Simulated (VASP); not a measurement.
Write the native input for VASP 6.6.1 that does the following.

```
Task                   : single point
Functional             : PBE
Potentials or basis    : VASP PAW PBE potentials, release 64 (Cd)
Cutoff                 : 520 eV
k mesh                 : 17 × 17 × 17
Occupations            : fermi-dirac, width 0.1 eV
Spin                   : no spin polarisation
Dipole correction      : no
Further INCAR settings : ALGO = Normal; EDIFF = 1e-07; NBANDS = 12
```

The structure of Cd lies in POSCAR:

```
Cd
1.0
    3.0722008964      0.0000000000      0.0000000000
    0.0000000000      3.0722008964      0.0000000000
    0.0000000000      0.0000000000      3.0722008964
Cd
1
Direct
    0.0000000000      0.0000000000      0.0000000000
```

This cell differs from its parent crystal: volume scaled by 1.08.

These files were run (other wordings do the same):

INCAR

```
SYSTEM = Cd
PREC     = Accurate       ! precision mode
ENCUT    = 520            ! plane-wave cutoff, eV
EDIFF    = 1E-7           ! SCF threshold, eV
ISMEAR   = -1             ! smearing method
SIGMA    = 0.1            ! smearing width, eV
LREAL    = .False.        ! projectors in reciprocal space
LASPH    = .True.         ! aspherical terms in the spheres
NELM     = 60             ! most SCF steps
ALGO     = Normal         ! electronic algorithm
ISIF     = 2              ! what is computed and relaxed
LWAVE    = .False.        ! write WAVECAR
LCHARG   = .False.        ! write CHGCAR
GGA      = PE             ! functional
NBANDS   = 12             ! bands
```

KPOINTS

```
regular mesh
0
Gamma
  17 17 17
  0 0 0
```

Potentials or basis: VASP PAW PBE potentials, release 64 (Cd).

The run is started by

```console
$ cat potpaw_PBE.64/Cd/POTCAR > POTCAR
$ mpirun -np 1 vasp_std > vasp.out
```

It gave:

* Pressure: -1.6 GPa
* Band gap on the k mesh: zero (band 6 reaches 4.76 eV, above the bottom of band 7 at -0.46 eV)

Wall time 14 s on 1 thread of AMD EPYC 9R45 96-Core Processor (Zen 5), on a shared host, peak memory 0.15 GiB.
